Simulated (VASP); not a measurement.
# Si4B (I4_1/a) in VASP: further runs

The runs below take Si4B through single point, with PBE.

All numbers are computed with VASP 6.6.1; they aren't measurements. Logs are shortened: lines on timing, memory, paths and dates and some standing lists are left out, and cuts for length are marked.

## (1) The cell of the first run

Symmetry: I4_1/a, No. 88, tetragonal system. The conventional cell has a = 8.119 Å, b = 8.119 Å, c = 5.155 Å, α = 90.00°, β = 90.00°, γ = 90.00°. Within 2.7 Å of Si (site symmetry 1) lie 1 B at 2.03 Å and 3 Si at 2.37 to 2.38 Å. B (site symmetry -4) has 4 Si at 2.03 Å within 2.7 Å.

## (2) Single point, PBE

Input file INCAR:

```
SYSTEM = Si4B
PREC = Accurate ; ENCUT = 520
EDIFF = 1E-6 ; ISMEAR = 0
SIGMA = 0.2 ; LREAL = .False.
LASPH = .True. ; NELM = 80
ALGO = Normal ; ISIF = 2
LWAVE = .False. ; LCHARG = .True.
GGA = PE ; LELF = .True.
LVHAR = .True. ; NBANDS = 30
```

Input file KPOINTS:

```
Automatic mesh
0
Gamma
  4 4 4
  0 0 0
```

Input file POSCAR:

```
Si4B
1.0
   -4.0592737925      4.0592737925      2.5775431249
    4.0592737925     -4.0592737925      2.5775431249
    4.0592737925      4.0592737925     -2.5775431249
Si B
8 2
Direct
    0.4343854751      0.2086790358      0.5940378584
    0.3156145249      0.0413209642      0.9059621416
    0.6146411774      0.8403476167      0.4059621416
    0.5903476167      0.6843854751      0.7257064393
    0.7913209642      0.3853588226      0.2257064393
    0.1353588226      0.4096523833      0.0940378584
    0.9586790358      0.8646411774      0.2742935607
    0.1596523833      0.5656145249      0.7742935607
    0.7500000000      0.2500000000      0.5000000000
    0.0000000000      0.0000000000      0.0000000000
```

Potentials or basis: VASP PAW PBE potentials, release 64 (Si, B).

Started as:

```bash
cat potpaw_PBE.64/Si/POTCAR potpaw_PBE.64/B/POTCAR > POTCAR
mpirun -np 1 vasp_std > vasp.out
```

OUTCAR:

```text
SYSTEM = Si4B
   PREC = Accurate
   ENCUT = 520
   EDIFF = 1E-6
   ISMEAR = 0
   LREAL = .False.
   LASPH = .True.
   NELM = 80
   ISIF = 2
   GGA = PE

 ion  position               nearest neighbor table
   1  0.434  0.209  0.594-   9 2.03   7 2.37   4 2.37   2 2.38
   2  0.316  0.041  0.906-  10 2.03   8 2.37   5 2.37   1 2.38
   3  0.615  0.840  0.406-   9 2.03   7 2.37   4 2.37   6 2.38
   4  0.590  0.684  0.726-  10 2.03   3 2.37   1 2.37   8 2.38
   5  0.791  0.385  0.226-   9 2.03   6 2.37   2 2.37   7 2.38
   6  0.135  0.410  0.094-  10 2.03   8 2.37   5 2.37   3 2.38
   7  0.959  0.865  0.274-  10 2.03   3 2.37   1 2.37   5 2.38
   8  0.160  0.566  0.774-   9 2.03   6 2.37   2 2.37   4 2.38
   9  0.750  0.250  0.500-   3 2.03   1 2.03   5 2.03   8 2.03
  10  0.000  0.000  0.000-   6 2.03   4 2.03   2 2.03   7 2.03

  LATTYP: Found a body centered tetragonal cell.
 ALAT       =     8.1185475850
 C/A-ratio  =     0.6349764161

  Lattice vectors:

 A1 = (  -4.0592737925,   4.0592737925,   2.5775431249)
 A2 = (   4.0592737925,  -4.0592737925,   2.5775431249)
 A3 = (   4.0592737925,   4.0592737925,  -2.5775431249)

Analysis of symmetry for initial positions (statically):
=====================================================================
 Subroutine PRICEL returns:
 Original cell was already a primitive cell.

 Routine SETGRP: Setting up the symmetry group for a
 body centered tetragonal supercell.

 Subroutine GETGRP returns: Found  8 space group operations
 (whereof  4 operations were pure point group operations)
 out of a pool of 16 trial point group operations.

The static configuration has the point symmetry S_4 .
 The point group associated with its full space group is C_4h.

Analysis of symmetry for dynamics (positions and initial velocities):
=====================================================================
 Subroutine PRICEL returns:
 Original cell was already a primitive cell.

 Routine SETGRP: Setting up the symmetry group for a
 body centered tetragonal supercell.

 Subroutine GETGRP returns: Found  8 space group operations
 (whereof  4 operations were pure point group operations)
 out of a pool of 16 trial point group operations.

The dynamic configuration has the point symmetry S_4 .
 The point group associated with its full space group is C_4h.

 Subroutine INISYM returns: Found  8 space group operations
 (whereof  4 operations are pure point group operations),
 and found     1 'primitive' translations

----------------------------------------------------------------------------------------

                                     Primitive cell

  volume of cell :     169.8880

  direct lattice vectors                    reciprocal lattice vectors
    -4.059273792  4.059273792  2.577543125     0.000000000  0.123174741  0.193983175
     4.059273792 -4.059273792  2.577543125     0.123174741  0.000000000  0.193983175
     4.059273792  4.059273792 -2.577543125     0.123174741  0.123174741  0.000000000

  length of vectors
     6.292784440  6.292784440  6.292784440     0.229785746  0.229785746  0.174195390

  position of ions in fractional coordinates (direct lattice)
     0.434385475  0.208679036  0.594037858
     0.315614525  0.041320964  0.905962142
     0.614641177  0.840347617  0.405962142
     0.590347617  0.684385475  0.725706439
     0.791320964  0.385358823  0.225706439
     0.135358823  0.409652383  0.094037858
     0.958679036  0.864641177  0.274293561
     0.159652383  0.565614525  0.774293561
     0.750000000  0.250000000  0.500000000
     0.000000000  0.000000000  0.000000000

  ion indices of the primitive-cell ions
   primitive index   ion index
                 1           1
                 2           2
                 3           3
                 4           4
                 5           5
                 6           6
                 7           7
                 8           8
                 9           9
                10          10

----------------------------------------------------------------------------------------

 KPOINTS: Automatic mesh

Automatic generation of k-mesh.
 Grid dimensions read from file:
 generate k-points for:    4    4    4

 Generating k-lattice:

  Cartesian coordinates                     Fractional coordinates (reciprocal lattice)
     0.000000000  0.030793685  0.048495794     0.250000000  0.000000000 -0.000000000
     0.030793685  0.000000000  0.048495794     0.000000000  0.250000000 -0.000000000
     0.030793685  0.030793685  0.000000000     0.000000000  0.000000000  0.250000000

  Length of vectors
     0.057446437  0.057446437  0.043548847

  Shift w.r.t. Gamma in fractional coordinates (k-lattice)
     0.000000000  0.000000000  0.000000000

 Subroutine IBZKPT returns following result:
 ===========================================

 Found     14 irreducible k-points:

 Following reciprocal coordinates:
            Coordinates               Weight
  0.000000  0.000000  0.000000      1.000000
  0.250000 -0.000000  0.000000      8.000000
  0.500000 -0.000000  0.000000      4.000000
  0.250000  0.250000  0.000000      8.000000
  0.500000  0.250000  0.000000      8.000000
 -0.250000  0.500000  0.000000      8.000000
 -0.250000  0.250000  0.000000      4.000000
  0.500000  0.500000  0.000000      2.000000
  0.250000  0.250000  0.250000      2.000000
 -0.250000  0.250000  0.250000      4.000000
  0.500000  0.500000  0.250000      4.000000
 -0.250000  0.500000  0.250000      8.000000
 -0.250000 -0.250000  0.250000      2.000000
  0.500000  0.500000  0.500000      1.000000
   k-points           NKPTS =     14   k-points in BZ     NKDIM =     14   number of bands    NBANDS=     30
   number of dos      NEDOS =    301   number of ions     NIONS =     10
   total plane-waves  NPLWV = 110592
   dimension x,y,z NGX =    48 NGY =   48 NGZ =   48
   dimension x,y,z NGXF=    96 NGYF=   96 NGZF=   96
   ions per type =               8   2
   NGX,Y,Z   is equivalent  to a cutoff of  12.68, 12.68, 12.68 a.u.
   NGXF,Y,Z  is equivalent  to a cutoff of  25.36, 25.36, 25.36 a.u.
 SYSTEM =  Si4B
   PREC   = accura    normal or accurate (medium, high low for compatibility)
   ISTART =      0    job   : 0-new  1-cont  2-samecut
   ICHARG =      2    charge: 1-file 2-atom 10-const
   ISPIN  =      1    spin polarized calculation?
   LNONCOLLINEAR =      F non collinear calculations
   LSORBIT =      F    spin-orbit coupling
   LASPH  =      T    aspherical Exc in radial PAW
   ENCUT  =  520.0 eV  38.22 Ry    6.18 a.u.  11.70 11.70 11.70*2*pi/ulx,y,z
   NELM   =     80;   NELMIN=  2; NELMDL= -5     # of ELM steps
   EDIFF  = 0.1E-05   stopping-criterion for ELM
   LREAL  =      F    real-space projection
   EDIFFG = 0.1E-04   stopping-criterion for IOM
   NSW    =      0    number of steps for IOM
   IBRION =     -1    ionic relax: 0-MD 1-quasi-New 2-CG
   NFREE  =      0    steps in history (QN), initial steepest desc. (CG)
   ISIF   =      2    stress and relaxation
   ISYM   =      2    0-nonsym 1-usesym 2-fastsym
   POTIM  = 0.5000    time-step for ionic-motion
   TEBEG  =    0.0;   TEEND  =   0.0 temperature during run
   PSTRESS=    0.0 pullay stress
   NELECT =      38.0000    total number of electrons
   NUPDOWN=      -1.0000    fix difference up-down
   EMIN   =  10.00;   EMAX   =-10.00  energy-range for DOS
   EFERMI =   0.00;   METHOD = LEGACY
   ISMEAR =     0;   SIGMA  =   0.20  broadening in eV -4-tet -1-fermi 0-gaus
   EFERMI_NEDOS =   21; number of points for ismear=-14 and -15
   IALGO  =     38    algorithm
   IMIX   =      4    mixing-type and parameters
     AMIX     =   0.40;   BMIX     =  1.00
     AMIX_MAG =   1.60;   BMIX_MAG =  1.00
  volume/ion in A,a.u.               =      16.99       114.65
  Fermi-wavevector in a.u.,A,eV,Ry     =   0.993761  1.877935 13.436574  0.987560
  Thomas-Fermi vector in A             =   2.125665
   LORBIT       =      0    0 simple, 1 ext, 2 COOP (PROOUT), +10 PAW based schemes
   GGA     = PE    functional components
   LHFCALC =     F    Hartree Fock is set to
   AEXX    =    0.0000 exact exchange contribution
   IVDW    =     0    specifies the selected vdW correction
   LEPSILON=     F    determine dielectric tensor
   LRPA    =     F    only Hartree local field effects (RPA)
 non-spin polarized calculation
 Gauss-broadening in eV      SIGMA  =   0.20
  energy-cutoff  :      520.00
  volume of cell :      169.89
 maximum number of plane-waves:      4602
 NGX is ok and might be reduce to    48
   NGX = 23   NGY = 23   NGZ = 23

 number of electron      38.0000001 magnetization

 Free energy of the ion-electron system (eV)
  ---------------------------------------------------
  ext. energy  EPLUGINS =         0.00000000
  ---------------------------------------------------
  free energy    TOTEN  =       -55.44467023 eV

  energy without entropy =      -55.37598147  energy(sigma->0) =      -55.41032585

 E-fermi :   5.5110     XC(G=0):  -9.8082

 val. band max:        5.4844640216   @ k =   0.2500  -0.0000   0.0000
 cond. band min:       5.6237018481   @ k =   0.5000   0.5000   0.0000
 fundamental gap:      0.1392378265
 Fermi energy:         5.5109961361

 k-point     1 :       0.0000    0.0000    0.0000
  band No.  band energies     occupation
      1      -6.2358      2.00000
      2      -2.8498      2.00000
      3      -2.6419      2.00000
      4      -2.6419      2.00000
      5      -2.4146      2.00000
      6      -0.1805      2.00000
[... 22 lines left out ...]
     29      10.6885      0.00000
     30      10.7367      0.00000

 k-point     2 :       0.2500   -0.0000    0.0000
  band No.  band energies     occupation
      1      -5.8102      2.00000
      2      -3.3697      2.00000
      3      -3.0793      2.00000
      4      -2.8082      2.00000
      5      -2.2527      2.00000
      6      -0.7354      2.00000
[... 388 lines left out ...]
 k-point    14 :       0.5000    0.5000    0.5000
  band No.  band energies     occupation
      1      -4.4253      2.00000
      2      -4.4253      2.00000
      3      -4.2007      2.00000
      4      -4.2007      2.00000
      5      -1.5676      2.00000
      6      -1.5676      2.00000
[... 22 lines left out ...]
     29       9.8266      0.00000
     30       9.8266      0.00000

------------------------ aborting loop because EDIFF is reached ----------------------------------------

  FORCE on cell =-STRESS in cart. coord.  units (eV):
  Direction    XX          YY          ZZ          XY          YZ          ZX
  --------------------------------------------------------------------------------------
  -------------------------------------------------------------------------------------
  Total        0.3251016      0.3251016      0.1403031     -0.0000000      0.0000000      0.0000000
  in kB        3.0659639      3.0659639      1.3231685     -0.0000000      0.0000000      0.0000000
  external PRESSURE =       2.4850321 kB  Pullay stress =       0.0000000 kB

 VOLUME and BASIS-vectors are now :
 -----------------------------------------------------------------------------
  energy-cutoff  :      520.00
  volume of cell :      169.89
      direct lattice vectors                 reciprocal lattice vectors
    -4.059273792  4.059273792  2.577543125     0.000000000  0.123174741  0.193983175
     4.059273792 -4.059273792  2.577543125     0.123174741  0.000000000  0.193983175
     4.059273792  4.059273792 -2.577543125     0.123174741  0.123174741  0.000000000

 POSITION                                       TOTAL-FORCE (eV/Angst)
 -----------------------------------------------------------------------------------
      1.49516      3.32757      0.12637         0.023434      0.008549      0.035882
      2.56412      4.79098     -1.41514        -0.023434     -0.008549     -0.035882
      2.56412      0.73171      2.70391        -0.023434     -0.008549      0.035882
      3.32757      2.56412      1.41514         0.008549     -0.023434      0.035882
     -0.73171      2.56412      2.45117         0.008549     -0.023434     -0.035882
      1.49516     -0.73171      1.16240         0.023434      0.008549     -0.035882
      0.73171      1.49516      3.99268        -0.008549      0.023434      0.035882
      4.79098      1.49516     -0.12637        -0.008549      0.023434     -0.035882
      0.00000      4.05927      1.28877         0.000000     -0.000000      0.000000
      0.00000      0.00000      0.00000         0.000000     -0.000000     -0.000000
 -----------------------------------------------------------------------------------
    total drift:                                0.000000      0.000000      0.000000

  FREE ENERGIE OF THE ION-ELECTRON SYSTEM (eV)
  ---------------------------------------------------
  free  energy   TOTEN  =       -55.4446702327 eV

  energy  without entropy=      -55.3759814696  energy(sigma->0) =      -55.41032585
```

Wall time 41 s (1 thread of Intel Xeon 6975P-C (Granite Rapids), shared host); peak memory 0.32 GiB.

Results:

```
Free energy            : -55.4447 eV
Pressure               : 0.2 GPa
Largest force          : 0.044 eV/Å
Band gap on the k mesh : zero (bands 19 and 20 overlap by 2.19 eV)
```

Forces in eV/Å, atoms in the order of the input:
```
Si   0.023  0.009  0.036
Si  -0.023 -0.009 -0.036
Si  -0.023 -0.009  0.036
Si   0.009 -0.023  0.036
Si   0.009 -0.023 -0.036
Si   0.023  0.009 -0.036
Si  -0.009  0.023  0.036
Si  -0.009  0.023 -0.036
B    0.000  0.000  0.000
B    0.000  0.000  0.000
```

Stress tensor (GPa, compression positive):
```
0.31 0.00 0.00
0.00 0.31 0.00
0.00 0.00 0.13
```

Levels at points of the mesh, in eV from the Fermi level:
| k point | band 15 | band 16 | band 17 | band 18 | band 19 | band 20 | band 21 | band 22 | band 23 | band 24 |
| --- | --- | --- | --- | --- | --- | --- | --- | --- | --- | --- |
| (0.00, 0.00, 0.00) | -2.31 | -2.31 | -2.06 | 1.09 | 1.10 | 1.10 | 3.59 | 3.86 | 3.86 | 4.43 |
| (0.50, 0.00, 0.00) | -1.64 | -1.29 | -0.42 | -0.34 | -0.19 | -0.13 | 3.08 | 3.77 | 3.84 | 3.94 |
| (0.50, 0.50, 0.00) | -1.87 | -1.87 | -1.18 | -1.18 | 0.11 | 0.11 | 1.66 | 1.66 | 3.28 | 3.28 |
| (0.50, 0.50, 0.50) | -1.92 | -1.92 | -1.15 | -1.15 | -1.09 | -1.09 | 1.68 | 1.68 | 2.73 | 2.73 |

Caveat: the k points lie up to 0.36 Å⁻¹ apart, too coarse for converged energies and pressures of a metal.

## (3) Single point, PBE

This run uses another cell than the first one, of 17.03 Å³/atom.

Input file INCAR:

```
  PREC = Accurate
  ENCUT = 520
  EDIFF = 1E-7
  ISMEAR = 0
  SIGMA = 0.2
  LREAL = False
  LASPH = True
  NELM = 100
  ALGO = Normal
  ISIF = 2
  LWAVE = False
  LCHARG = False
  GGA = PE
  NBANDS = 30
```

Input file KPOINTS:

```
regular mesh
0
Gamma
  6 6 6
```

Input file POSCAR:

```
Si4B
1.0
    0.0000000000      0.0000000000      5.1143070577
   -4.0807304384      4.0807304384      2.5571535288
   -4.0807304384     -4.0807304384      2.5571535288
Si B
8 2
Direct
    0.4086128564      0.9050771166      0.7253010703
    0.8413871436      0.5949228834      0.7746989297
    0.0389910432      0.0949228834      0.2746989297
    0.3839139267      0.7746989297      0.4050771166
    0.6863100271      0.2746989297      0.9050771166
    0.2110089568      0.4050771166      0.2253010703
    0.5636899729      0.2253010703      0.5949228834
    0.8660860733      0.7253010703      0.0949228834
    0.0000000000      1.0000000000      1.0000000000
    0.2500000000      0.5000000000      0.5000000000
```

Potentials or basis: VASP PAW PBE potentials, release 64 (Si, B).

Started as:

```bash
cat potpaw_PBE.64/Si/POTCAR potpaw_PBE.64/B/POTCAR > POTCAR
mpirun -np 1 vasp_std > vasp.out
```

It took 97 s on 1 thread of Intel Xeon 6975P-C (Granite Rapids), shared host; peak memory 0.36 GiB.

The run converged. Its results:

```yaml
Free_energy: -55.4424 eV
Pressure: -0.1 GPa
Largest_force: 0.004 eV/Å
Band_gap_on_the_k_mesh: zero (bands 19 and 20 overlap by 2.16 eV)
```

Forces on the atoms (eV/Å):
```
Si  -0.004  0.000 -0.002
Si   0.004  0.000  0.002
Si   0.004  0.000 -0.002
Si   0.000 -0.004 -0.002
Si   0.000 -0.004  0.002
Si  -0.004  0.000  0.002
Si   0.000  0.004 -0.002
Si   0.000  0.004  0.002
B    0.000  0.000  0.000
B    0.000  0.000  0.000
```

Levels at points of the mesh, in eV from the Fermi level:
```
           k point  band 17  band 18  band 19  band 20  band 21  band 22
(0.00, 0.00, 0.00)    -2.05     1.08     1.08     1.18     3.61     3.89
(0.50, 0.00, 0.00)    -0.36    -0.32    -0.18    -0.06     3.09     3.74
(0.00, 0.50, 0.00)    -1.11    -1.11     0.09     0.09     1.72     1.72
(0.00, 0.50, 0.50)    -1.14    -1.14    -1.08    -1.08     1.64     1.64
```

The gap in the log of VASP goes by the Fermi energy; the results here count the filled bands.